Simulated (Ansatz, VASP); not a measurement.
This is a calculation of C for Ansatz 0.2.0.

Contents of input.yaml:

```yaml
crystal:
  lattice:
    - [2.5221, 0.0, 0.0]
    - [-1.26105, 2.1842026709, 0.0]
    - [0.0, 0.0, 8.2371]
  atoms:
    - { symbol: C, position: [0.6666666667, 0.3333333333, 0.84375] }
    - { symbol: C, position: [0.3333333333, 0.6666666667, 0.34375] }
    - { symbol: C, position: [0.6666666667, 0.3333333333, 0.65625] }
    - { symbol: C, position: [0.3333333333, 0.6666666667, 0.15625] }
    - { symbol: C, position: [0.0, 0.0, 0.90625] }
    - { symbol: C, position: [0.0, 0.0, 0.40625] }
    - { symbol: C, position: [0.0, 0.0, 0.59375] }
    - { symbol: C, position: [0.0, 0.0, 0.09375] }
hamiltonian:
  xc: r2scan
  pseudopotentials: { kind: paw }
kpoints:
  mp_grid: { grid: [12, 12, 4] }
scf:
  occupations: { method: fermi_dirac, width: 0.05 }
output:
  forces: true
  stress: true
  eigenvalues: true
relax:
  f_tol: 0.01
  max_steps: 40
  cell: { stress_tol: 0.05 }
```

Potentials or basis: Ansatz PAW.

Launch:

```console
$ ansatz run input.yaml --threads 4 --pin off --max-ram 11264MiB --backend cpu --events-out ev --progress --plain --runs-dir out
```

Task: Translate it to VASP 6.6.1. Potentials there: VASP PAW PBE potentials, release 64 (C).

Result: As run (the cutoff follows the program's own potentials):

Contents of POSCAR:

```
C
1.0
    2.5221000000      0.0000000000      0.0000000000
   -1.2610500000      2.1842026709      0.0000000000
    0.0000000000      0.0000000000      8.2371000000
C
8
Direct
    0.6666666667      0.3333333333      0.8437500000
    0.3333333333      0.6666666667      0.3437500000
    0.6666666667      0.3333333333      0.6562500000
    0.3333333333      0.6666666667      0.1562500000
    0.0000000000      0.0000000000      0.9062500000
    0.0000000000      0.0000000000      0.4062500000
    0.0000000000      0.0000000000      0.5937500000
    0.0000000000      0.0000000000      0.0937500000
```

The input INCAR.step1:

```
SYSTEM = C
PREC = Accurate
ENCUT = 600
ISMEAR = -1
SIGMA = 0.05
LREAL = .FALSE.
LASPH = .TRUE.
NELM = 80
GGA = PE
ALGO = Normal
EDIFF = 1E-4
LWAVE = .TRUE.
LCHARG = .FALSE.
```

File INCAR.step2:

```
SYSTEM = C
PREC = Accurate
ENCUT = 600
EDIFF = 1E-6
ISMEAR = -1
SIGMA = 0.05
LREAL = .FALSE.
LASPH = .TRUE.
NELM = 80
ALGO = Normal
ISIF = 3
LWAVE = .FALSE.
LCHARG = .FALSE.
METAGGA = R2SCAN
LMIXTAU = .TRUE.
IBRION = 2
NSW = 60
EDIFFG = -0.01
ISTART = 1
```

KPOINTS

```
Automatic mesh
0
G
  12 12 4
  0 0 0
```

Potentials or basis: VASP PAW PBE potentials, release 64 (C).

The run is started by

```console
$ cat potpaw_PBE.64/C/POTCAR > POTCAR
$ cp INCAR.step1 INCAR
$ mpirun -np 1 vasp_std > vasp.out
$ cp INCAR.step2 INCAR
$ mpirun -np 1 vasp_std > vasp.out
```

Both were run:

|  | VASP | Ansatz | Ansatz less VASP |
| --- | --- | --- | --- |
| gap on the k mesh at the Fermi level, each at its own relaxed structure (eV) | 4.77 | 4.80 | +0.026 |
| relaxed volume (Å³/atom) | 5.65 | 5.65 | -0.004 |
| relaxed length of the cell vector where the two differ most in proportion (Å) | 2.510 | 2.510 | -0.0006 |

VASP's potentials were made for PBE, not for r2SCAN.

Noted on Ansatz's run: the plane-wave basis is chosen anew once the cell has moved, so the energies of steps on either side of that aren't comparable.
